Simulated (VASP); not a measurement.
Write the native input for VASP 6.6.1 that does the following.

* Task: density of states
* Functional: PBE
* Potentials or basis: VASP PAW PBE potentials, release 64 (Ga_d, Sb)
* Cutoff: 520 eV
* k mesh: 12 × 12 × 12
* Occupations: fermi-dirac, width 0.05 eV
* Spin: no spin polarisation
* Dipole correction: no
* k mesh for the DOS: 18 × 18 × 18
* Occupations for the DOS: tetrahedron
* Further INCAR settings: ALGO = Normal; EDIFF = 1e-06

Crystal: GaSb (zincblende type).

```
Ga Sb
1.0
     0.00000    2.88450    2.88450
     2.88450    0.00000    2.88450
     2.88450    2.88450    0.00000
Ga Sb
1 1
Direct
  0.00000 0.00000 0.00000
  0.25000 0.25000 0.25000
```

This cell differs from its parent crystal: volume scaled by 0.8.

One way to write it, as run:

POSCAR

```
GaSb
1.0
    0.0000000000      2.8844991407      2.8844991407
    2.8844991407      0.0000000000      2.8844991407
    2.8844991407      2.8844991407      0.0000000000
Ga Sb
1 1
Direct
    0.0000000000      0.0000000000      0.0000000000
    0.2500000000      0.2500000000      0.2500000000
```

INCAR.step1

```
PREC = Accurate ; ENCUT = 520
EDIFF = 1E-6 ; ISMEAR = -1
SIGMA = 0.05 ; LREAL = False
LASPH = True ; NELM = 80
ALGO = Normal ; ISIF = 2
LWAVE = False ; LCHARG = True
GGA = PE ; NBANDS = 16
```

KPOINTS.step1

```
Automatic mesh
0
Gamma
  12 12 12
```

INCAR.step2

```
PREC = Accurate ; ENCUT = 520
EDIFF = 1E-6 ; ISMEAR = -5
SIGMA = 0.05 ; LREAL = False
LASPH = True ; NELM = 80
ALGO = Normal ; ISIF = 2
LWAVE = False ; LCHARG = False
GGA = PE ; LORBIT = 10
NEDOS = 2001 ; ICHARG = 11
```

KPOINTS.step2

```
Automatic mesh
0
Gamma
  18 18 18
```

Potentials or basis: VASP PAW PBE potentials, release 64 (Ga_d, Sb).

Launch:

```bash
$ cat potpaw_PBE.64/Ga_d/POTCAR potpaw_PBE.64/Sb/POTCAR > POTCAR
$ cp INCAR.step1 INCAR
$ cp KPOINTS.step1 KPOINTS
$ mpirun -np 1 vasp_std > vasp.out
$ cp INCAR.step2 INCAR
$ cp KPOINTS.step2 KPOINTS
$ mpirun -np 1 vasp_std > vasp.out
```

Results of the run:

- Valence electrons inside the program's atomic spheres: Ga 11.86; Sb 2.62

Caveat: spin-orbit coupling is left out, which moves the levels of the heavy elements.

Wall time 98 s on 1 thread of Intel Xeon 6975P-C (shared host), peak memory 0.27 GiB.
